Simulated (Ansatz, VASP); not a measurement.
# Two plane-wave programs on Ta

POSCAR

```
Ta
1.0
    2.8066656924      0.0000000000      0.0000000000
   -1.4033328462      2.4306437896      0.0000000000
    0.0000000000      0.0000000000      4.9874972504
Ta
2
Direct
    0.3333333333      0.6666666667      0.2500000000
    0.6666666667      0.3333333333      0.7500000000
```

The input INCAR.step1:

```
SYSTEM = Ta
PREC     = Accurate       ! precision mode
ENCUT    = 520            ! plane-wave cutoff, eV
ISMEAR   = -1             ! smearing method
SIGMA    = 0.1            ! smearing width, eV
LREAL    = .FALSE.        ! projectors in reciprocal space
LASPH    = .TRUE.         ! aspherical terms in the spheres
NELM     = 60             ! most SCF steps
NBANDS   = 18             ! bands
GGA      = PE             ! functional
ALGO     = Normal         ! electronic algorithm
EDIFF    = 1E-4           ! SCF threshold, eV
LWAVE    = .TRUE.         ! write WAVECAR
LCHARG   = .FALSE.        ! write CHGCAR
```

File INCAR.step2:

```
SYSTEM = Ta
PREC     = Accurate       ! precision mode
ENCUT    = 520            ! plane-wave cutoff, eV
EDIFF    = 1E-6           ! SCF threshold, eV
ISMEAR   = -1             ! smearing method
SIGMA    = 0.1            ! smearing width, eV
LREAL    = .FALSE.        ! projectors in reciprocal space
LASPH    = .TRUE.         ! aspherical terms in the spheres
NELM     = 60             ! most SCF steps
ALGO     = Normal         ! electronic algorithm
ISIF     = 2              ! what is computed and relaxed
LWAVE    = .FALSE.        ! write WAVECAR
LCHARG   = .TRUE.         ! write CHGCAR
METAGGA  = R2SCAN         ! meta-GGA
LMIXTAU  = .TRUE.       
LELF     = .TRUE.         ! ELF
LVHAR    = .TRUE.       
NBANDS   = 18             ! bands
ISTART   = 1
```

KPOINTS

```
regular mesh
0
G
  14 14 7
  0 0 0
```

Input for Ansatz:

```yaml
crystal:
  lattice:
    - [2.8066656924, 0.0, 0.0]
    - [-1.4033328462, 2.4306437896, 0.0]
    - [0.0, 0.0, 4.9874972504]
  atoms:
    - { symbol: Ta, position: [0.3333333333, 0.6666666667, 0.25] }
    - { symbol: Ta, position: [0.6666666667, 0.3333333333, 0.75] }
hamiltonian:
  xc: r2scan
  pseudopotentials:
    kind: paw
    azcp:
      Ta: "pseudopotentials/Ta.paw.azcp"
basis:
  ecutwfc: 500
  fft_grid_basis: typed
kpoints:
  mp_grid: { grid: [14, 14, 7], shift: [0, 0, 0] }
magnetization:
  spin_polarized: false
scf:
  occupations: { method: fermi_dirac, width: 0.1 }
  lower_state_search: "off"
output:
  stress: true
  write_density: true
  write_potential: true
  elf: true
  volumetric_format: npy
```

Alike in both runs: task single point; functional r2SCAN; k mesh 14 × 14 × 7; occupations fermi-dirac, width 0.1 eV; no spin polarisation.

|  | VASP | Ansatz |
| --- | --- | --- |
| version | VASP 6.6.1 | Ansatz 0.2.0 |
| potentials or method | VASP PAW PBE potentials, release 64 (Ta_pv), cutoff 520 eV | plane waves (500 eV) with PAW, scalar-relativistic |
| valence electrons in the cell | 22 | 26 |

Ansatz gave:

| Quantity | Value |
| --- | --- |
| pressure (GPa) | 19.5 |
| traceless stress, the component that is largest in VASP (GPa) | -1.40 |

**Question.** What did VASP give for the same quantities?

**Answer.** Pressure (GPa): 20.3; traceless stress, the component that is largest in VASP (GPa): -1.41.

VASP's potentials were made for PBE, not for r2SCAN. VASP's potentials hold 22 valence electrons a cell and Ansatz's 26, so a difference there can come from the potentials and not from the codes.

Neither program's run includes spin-orbit coupling.
